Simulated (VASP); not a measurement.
Zr3O: single point with PBEsol

The system is Zr3O.

```
Zr O
1.0
     5.84971    0.00000    0.00000
    -2.92486    5.06600    0.00000
     0.00000    0.00000    4.69849
Zr O
6 2
Direct
  0.31933 0.00000 0.00000
  0.31933 0.31933 0.50000
  0.00000 0.31933 0.00000
  0.68067 0.00000 0.50000
  0.68067 0.68067 0.00000
  0.00000 0.68067 0.50000
  0.33333 0.66667 0.25000
  0.66667 0.33333 0.75000
```

This cell differs from its parent crystal: atoms shifted along a free coordinate, c/a of the conventional cell at fixed volume 0.8032.

```yaml
Program: VASP 6.6.1
Task: single point
Functional: PBEsol
Potentials_or_basis: VASP PAW PBE potentials, release 64 (Zr_sv, O)
Cutoff: 520 eV
k_mesh: 9 × 9 × 8
Occupations: gaussian, width 0.15 eV
Spin: no spin polarisation
```

```
Pressure               : -0.6 GPa
Largest force          : 1.793 eV/Å
Band gap on the k mesh : zero (bands 42 and 43 overlap by 0.69 eV)
```

Forces in eV/Å, atoms in the order of the input:
```
Zr   1.793  0.000  0.000
Zr   0.896  1.553  0.000
Zr  -0.896  1.553  0.000
Zr  -1.793  0.000  0.000
Zr  -0.896 -1.553  0.000
Zr   0.896 -1.553  0.000
O    0.000  0.000  0.000
O    0.000  0.000  0.000
```

Stress tensor (GPa, compression positive):
```
-8.42  0.00  0.00
 0.00 -8.42  0.00
 0.00  0.00 14.95
```

Levels at points of the mesh, in eV from the Fermi level:
```
           k point  band 40  band 41  band 42  band 43  band 44  band 45
(0.00, 0.00, 0.00)    -1.26     0.49     0.49     0.58     0.77     0.85
(0.00, 0.00, 0.50)    -0.45    -0.17    -0.17    -0.02    -0.02     0.41
```

Run time: 4.7 min on 1 thread of AMD EPYC 9R45 96-Core Processor (Zen 5) (shared host), peak memory 0.43 GiB.

Caveat: the stress differs along the axes, from -8 to 15 GPa; the PAW data sets were made with another functional, which shifts forces and pressure a little.
